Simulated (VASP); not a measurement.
# Mo16H (a cell with a defect) in VASP: single point with PBE

Aim: the single point of Mo16H (a cell with a defect) with PBE.

Everything below comes from runs of VASP 6.6.1. Logs are shortened: lines on timing, memory, paths and dates and some standing lists are left out, and cuts for length are marked.

### 1 The cell of the first run

The cell holds a defect, 17 atoms: a = 6.300 Å, b = 6.300 Å, c = 6.300 Å, α = 90.00°, β = 90.00°, γ = 90.00°.

### 2 Single point, PBE

File INCAR:

```
ALGO = Normal ; EDIFF = 1E-6
ENCUT = 520 ; GGA = PE
ISIF = 2 ; ISMEAR = -1
LASPH = T ; LCHARG = T
LELF = T ; LREAL = Auto
LVHAR = T ; LWAVE = F
NBANDS = 126 ; NELM = 80
PREC = Accurate ; SIGMA = 0.15
```

File KPOINTS:

```
k-points
0
Gamma
  2 2 2
```

File POSCAR:

```
Mo16H
1.0
    6.3000000000      0.0000000000      0.0000000000
    0.0000000000      6.3000000000      0.0000000000
    0.0000000000      0.0000000000      6.3000000000
Mo H
16 1
Direct
   -0.0005012853      0.0084443960      0.0052489594
    0.4995068378      0.0008840524     -0.0000657817
   -0.0005018216      0.4913165023      0.0052561595
   -0.0005093641      0.0010928060      0.4990639290
    0.2508921413      0.2498859225      0.2518660419
    0.4995059885      0.4988939564     -0.0000604142
    0.4994738941      0.0013065713      0.4972585025
    0.7481473375      0.2498883689      0.2518634665
   -0.0005075712      0.4986860683      0.4990646192
    0.2507344938      0.7498898667      0.2500604573
    0.2504448910      0.2498925649      0.7491995521
    0.4994770492      0.4984799991      0.4972584861
    0.7482509481      0.7498917566      0.2500549845
    0.7485429211      0.2498911341      0.7491738891
    0.2580740738      0.7498901127      0.7439040762
    0.7408136860      0.7498898384      0.7438349661
   -0.0006327198      0.7498804834      0.8744034065
```

Potentials or basis: VASP PAW PBE potentials, release 64 (Mo_sv, H).

Started as:

```bash
> cat potpaw_PBE.64/Mo_sv/POTCAR potpaw_PBE.64/H/POTCAR > POTCAR
> mpirun -np 1 vasp_std > vasp.out
```

OUTCAR:

```text
EDIFF = 1E-6
   ENCUT = 520
   GGA = PE
   ISIF = 2
   ISMEAR = -1
   LASPH = T
   LREAL = Auto
   NELM = 80
   PREC = Accurate

 ion  position               nearest neighbor table
   1  0.999  0.008  0.005-  17 1.83   8 2.69   5 2.69  11 2.72  14 2.72  10 2.75  13 2.75  15 2.83
                            16 2.83   3 3.04   4 3.11   2 3.15   2 3.15   4 3.19   3 3.26
   2  0.500  0.001  1.000-  16 2.72  15 2.72  14 2.72  11 2.72   5 2.73   8 2.73  13 2.73  10 2.73
                             7 3.13   6 3.14   1 3.15   1 3.15   6 3.16   7 3.17
   3  0.999  0.491  0.005-  17 1.83   8 2.69   5 2.69  11 2.72  14 2.72  10 2.75  13 2.75  15 2.83
                            16 2.83   1 3.04   9 3.11   6 3.15   6 3.15   9 3.19   1 3.26
   4  0.999  0.001  0.499-   8 2.72   5 2.72  14 2.73  11 2.73  13 2.73  10 2.73  15 2.75  16 2.75
                             1 3.11   9 3.13   7 3.15   7 3.15   9 3.17   1 3.19
   5  0.251  0.250  0.252-   3 2.69   1 2.69   7 2.70  12 2.70   4 2.72   9 2.72   6 2.73   2 2.73
                             8 3.13  11 3.13  10 3.15  10 3.15  11 3.17   8 3.17
   6  0.500  0.499  1.000-  16 2.72  15 2.72  11 2.72  14 2.72   5 2.73   8 2.73  13 2.73  10 2.73
                            12 3.13   2 3.14   3 3.15   3 3.15   2 3.16  12 3.17
   7  0.499  0.001  0.497-  16 2.69  15 2.69   5 2.70   8 2.70  10 2.72  13 2.72  11 2.73  14 2.73
                            12 3.13   2 3.13   4 3.15   4 3.15   2 3.17  12 3.17
   8  0.748  0.250  0.252-   3 2.69   1 2.69   7 2.70  12 2.70   4 2.72   9 2.72   6 2.73   2 2.73
                             5 3.13  14 3.13  13 3.15  13 3.15  14 3.17   5 3.17
   9  0.999  0.499  0.499-   8 2.72   5 2.72  14 2.73  11 2.73  10 2.73  13 2.73  15 2.75  16 2.75
                             3 3.11   4 3.13  12 3.15  12 3.15   4 3.17   3 3.19
  10  0.251  0.750  0.250-  12 2.72   7 2.72   6 2.73   2 2.73   9 2.73   4 2.73   1 2.75   3 2.75
                            15 3.11  13 3.13   5 3.15   5 3.15  13 3.17  15 3.19
  11  0.250  0.250  0.749-   3 2.72   1 2.72   6 2.72   2 2.72   7 2.73  12 2.73   9 2.73   4 2.73
                             5 3.13  14 3.14  15 3.15  15 3.15  14 3.16   5 3.17
  12  0.499  0.498  0.497-  16 2.69  15 2.69   5 2.70   8 2.70  10 2.72  13 2.72  11 2.73  14 2.73
                             7 3.13   6 3.13   9 3.15   9 3.15   6 3.17   7 3.17
  13  0.748  0.750  0.250-  12 2.72   7 2.72   2 2.73   6 2.73   4 2.73   9 2.73   1 2.75   3 2.75
                            16 3.11  10 3.13   8 3.15   8 3.15  10 3.17  16 3.19
  14  0.749  0.250  0.749-   3 2.72   1 2.72   2 2.72   6 2.72   7 2.73  12 2.73   9 2.73   4 2.73
                             8 3.13  11 3.14  16 3.15  16 3.15  11 3.16   8 3.17
  15  0.258  0.750  0.744-  17 1.83  12 2.69   7 2.69   2 2.72   6 2.72   9 2.75   4 2.75   1 2.83
                             3 2.83  16 3.04  10 3.11  11 3.15  11 3.15  10 3.19  16 3.26
  16  0.741  0.750  0.744-  17 1.82  12 2.69   7 2.69   2 2.72   6 2.72   4 2.75   9 2.75   1 2.83
                             3 2.83  15 3.04  13 3.11  14 3.15  14 3.15  13 3.19  15 3.26
  17  0.999  0.750  0.874-  16 1.82  15 1.83   1 1.83   3 1.83

  LATTYP: Found a simple cubic cell.
 ALAT       =     6.3000000000

  Lattice vectors:

 A1 = (   6.3000000000,   0.0000000000,   0.0000000000)
 A2 = (   0.0000000000,   6.3000000000,   0.0000000000)
[... 159 lines left out ...]
   IMIX   =      4    mixing-type and parameters
     AMIX     =   0.40;   BMIX     =  1.00
     AMIX_MAG =   1.60;   BMIX_MAG =  1.00
  volume/ion in A,a.u.               =      14.71        99.26
  Fermi-wavevector in a.u.,A,eV,Ry     =   1.580502  2.986716 33.987182  2.497987
  Thomas-Fermi vector in A             =   2.680720
   LORBIT       =      0    0 simple, 1 ext, 2 COOP (PROOUT), +10 PAW based schemes
   GGA     = PE    functional components
   LHFCALC =     F    Hartree Fock is set to
   AEXX    =    0.0000 exact exchange contribution
   IVDW    =     0    specifies the selected vdW correction
   LEPSILON=     F    determine dielectric tensor
   LRPA    =     F    only Hartree local field effects (RPA)
 non-spin polarized calculation
  energy-cutoff  :      520.00
  volume of cell :      250.05
 maximum number of plane-waves:      6776
 NGX is ok and might be reduce to    48
   NGX = 23   NGY = 23   NGZ = 23

 number of electron     225.0000016 magnetization

 Free energy of the ion-electron system (eV)
  ---------------------------------------------------
  ext. energy  EPLUGINS =         0.00000000
  ---------------------------------------------------
  free energy    TOTEN  =      -179.15616060 eV

  energy without entropy =     -178.67673912  energy(sigma->0) =     -178.91644986

 E-fermi :  12.6399     XC(G=0): -13.4216

 val. band max:       12.6022684660   @ k =   0.5000   0.0000   0.0000
 cond. band min:      12.7245692500   @ k =   0.0000   0.0000   0.5000
 fundamental gap:      0.1223007840
 Fermi energy:        12.6398618408

 k-point     1 :       0.0000    0.0000    0.0000
  band No.  band energies     occupation
      1     -48.5895      2.00000
      2     -48.3803      2.00000
      3     -48.3574      2.00000
      4     -48.3573      2.00000
      5     -48.3447      2.00000
      6     -48.3354      2.00000
[... 1005 lines left out ...]
    123      14.3760      0.00002
    124      14.4137      0.00001
 [bands above 124 left out]

------------------------ aborting loop because EDIFF is reached ----------------------------------------

  FORCE on cell =-STRESS in cart. coord.  units (eV):
  Direction    XX          YY          ZZ          XY          YZ          ZX
  --------------------------------------------------------------------------------------
  -------------------------------------------------------------------------------------
  Total        7.9990630      7.9837955      7.8008687      0.0001184     -0.0002045      0.0033209
  in kB       51.2540338     51.1562073     49.9841032      0.0007589     -0.0013106      0.0212788
  external PRESSURE =      50.7981148 kB  Pullay stress =       0.0000000 kB

 VOLUME and BASIS-vectors are now :
 -----------------------------------------------------------------------------
  energy-cutoff  :      520.00
  volume of cell :      250.05
      direct lattice vectors                 reciprocal lattice vectors
     6.300000000  0.000000000  0.000000000     0.158730159  0.000000000  0.000000000
     0.000000000  6.300000000  0.000000000     0.000000000  0.158730159  0.000000000
     0.000000000  0.000000000  6.300000000     0.000000000  0.000000000  0.158730159

 POSITION                                       TOTAL-FORCE (eV/Angst)
 -----------------------------------------------------------------------------------
      6.29684      0.05320      0.03307        -0.000239     -0.001985      0.019279
      3.14689      0.00557      6.29959        -0.000551     -0.001881      0.013138
      6.29684      3.09529      0.03311        -0.000197      0.002894      0.018747
      6.29679      0.00688      3.14410         0.000374     -0.003469      0.021079
      1.58062      1.57428      1.58676         0.002438      0.000215     -0.006929
      3.14689      3.14303      6.29962        -0.000607      0.001756      0.012755
[... 9 lines left out ...]
      4.66713      4.72431      4.68616         0.004926      0.000016     -0.018721
      6.29601      4.72425      5.50874         0.002778     -0.000150      0.002382
 -----------------------------------------------------------------------------------
    total drift:                               -0.000484     -0.000081      0.002852

  FREE ENERGIE OF THE ION-ELECTRON SYSTEM (eV)
  ---------------------------------------------------
  free  energy   TOTEN  =      -179.1561606026 eV

  energy  without entropy=     -178.6767391158  energy(sigma->0) =     -178.91644986
```

OSZICAR:

```text
N       E                     dE             d eps       ncg     rms          rms(c)
DAV:   1     0.304818351060E+04    0.30482E+04   -0.13957E+05  2016   0.189E+03
DAV:   2    -0.264155833512E+02   -0.30746E+04   -0.30152E+04  2112   0.603E+02
DAV:   3    -0.183432745313E+03   -0.15702E+03   -0.15162E+03  2666   0.115E+02
[... 14 lines left out ...]
DAV:  18    -0.179156155591E+03   -0.20370E-05   -0.20280E-05  1272   0.117E-03    0.553E-04
DAV:  19    -0.179156157251E+03   -0.16602E-05   -0.16475E-05  1256   0.736E-04    0.206E-04
DAV:  20    -0.179156158589E+03   -0.13378E-05   -0.13387E-05  1272   0.432E-04    0.135E-04
DAV:  21    -0.179156159692E+03   -0.11028E-05   -0.11027E-05  1272   0.272E-04    0.677E-05
DAV:  22    -0.179156160603E+03   -0.91059E-06   -0.90770E-06  1272   0.136E-04
   1 F= -.17915616E+03 E0= -.17891645E+03  d E =-.479421E+00
```

stdout:

```text
POSCAR found type information on POSCAR MoH
 POSCAR found :  2 types and      17 ions
 scaLAPACK will be used
 LDA part: xc-table for (Slater+PW92), standard interpolation
 POSCAR, INCAR and KPOINTS ok, starting setup
 FFT: planning ... GRIDC
 FFT: planning ... GRID_SOFT
 FFT: planning ... GRID
 WAVECAR not read
 entering main loop
```

Run time: 20 min. Hardware: 1 thread of Intel Xeon 8259CL, shared host; peak memory 0.42 GiB.

Results:

| Property | Result |
| --- | --- |
| Free energy | -179.1562 eV |
| Pressure | 5.1 GPa |
| Largest force | 0.023 eV/Å |
| Band gap on the k mesh | zero (an odd number of electrons rules out a gap without spin polarisation) |

Forces on the atoms (eV/Å):
```
Mo   0.000 -0.002  0.019
Mo  -0.001 -0.002  0.013
Mo   0.000  0.003  0.019
Mo   0.000 -0.003  0.021
Mo   0.002  0.000 -0.007
Mo  -0.001  0.002  0.013
Mo   0.001  0.001  0.007
Mo  -0.005  0.000 -0.007
Mo   0.000  0.003  0.021
Mo  -0.008  0.000 -0.021
Mo   0.001  0.000 -0.013
Mo   0.000 -0.001  0.007
Mo   0.006  0.000 -0.022
Mo  -0.002  0.000 -0.012
Mo  -0.003  0.000 -0.022
Mo   0.005  0.000 -0.019
H    0.003  0.000  0.002
```

Levels at points of the mesh, in eV from the Fermi level:
| k point | band 108 | band 109 | band 110 | band 111 | band 112 | band 113 | band 114 | band 115 | band 116 | band 117 |
| --- | --- | --- | --- | --- | --- | --- | --- | --- | --- | --- |
| (0.00, 0.00, 0.00) | -0.57 | -0.57 | -0.57 | -0.56 | -0.56 | 0.73 | 0.81 | 0.83 | 0.83 | 0.90 |
| (0.50, 0.00, 0.00) | -0.77 | -0.73 | -0.56 | -0.53 | -0.53 | -0.04 | 0.18 | 0.68 | 0.70 | 0.77 |
| (0.00, 0.50, 0.00) | -0.77 | -0.73 | -0.56 | -0.53 | -0.53 | -0.04 | 0.18 | 0.68 | 0.70 | 0.77 |
| (0.00, 0.00, 0.50) | -0.80 | -0.74 | -0.59 | -0.52 | -0.48 | -0.07 | 0.08 | 0.56 | 0.65 | 0.74 |
| (0.50, 0.50, 0.00) | -1.45 | -0.86 | -0.82 | -0.82 | -0.64 | 0.24 | 0.24 | 0.26 | 0.41 | 0.92 |
| (0.00, 0.50, 0.50) | -1.48 | -0.81 | -0.80 | -0.79 | -0.67 | 0.17 | 0.24 | 0.26 | 0.41 | 0.95 |
| (0.50, 0.00, 0.50) | -1.48 | -0.81 | -0.80 | -0.79 | -0.67 | 0.17 | 0.24 | 0.26 | 0.41 | 0.95 |
| (0.50, 0.50, 0.50) | -2.71 | -2.70 | -2.67 | -2.63 | -2.63 | 1.44 | 1.44 | 1.56 | 1.60 | 1.63 |

Caveat: the k points lie up to 0.50 Å⁻¹ apart, too coarse for converged energies and pressures of a metal.
